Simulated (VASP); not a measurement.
ZnCu, 2 atoms in the cell. The structure is orthorhombic, space group Pmmm (No. 47). Conventional cell: a = 2.916 Å, b = 2.945 Å, c = 2.974 Å, α = 90.00°, β = 90.00°, γ = 90.00°. Within 3.4 Å of Zn (site symmetry mmm) lie 8 Cu at 2.55 Å and 6 Zn at 2.92 to 2.97 Å. Within 3.4 Å of Cu (site symmetry mmm) lie 8 Zn at 2.55 Å and 6 Cu at 2.92 to 2.97 Å.  This cell differs from its parent crystal: strain +0.0100 x Voigt [1, -1, 0, 0, 0, 0].

```yaml
Program: VASP 6.6.1
Task: single point
Functional: PBEsol
Potentials_or_basis: VASP PAW PBE potentials, release 64 (Zn, Cu)
Cutoff: 520 eV
k_mesh: 16 × 16 × 16
Occupations: gaussian, width 0.15 eV
Spin: no spin polarisation
Dipole_correction: no
Further_INCAR_settings: ALGO = Fast; EDIFF = 1e-07; NBANDS = 18
```

Potentials or basis: VASP PAW PBE potentials, release 64 (Zn, Cu).

Command:

```bash
$ cat potpaw_PBE.64/Zn/POTCAR potpaw_PBE.64/Cu/POTCAR > POTCAR
$ mpirun -np 1 vasp_std > vasp.out
```

Hardware: 1 thread of Intel(R) Xeon(R) 6975P-C (Granite Rapids), with other jobs on the host.

How long does it take, and how much memory?

It took 5.4 min on 1 thread of Intel(R) Xeon(R) 6975P-C (Granite Rapids) (shared host), peak memory 0.43 GiB. Counts: scf iterations 19, k points 729.
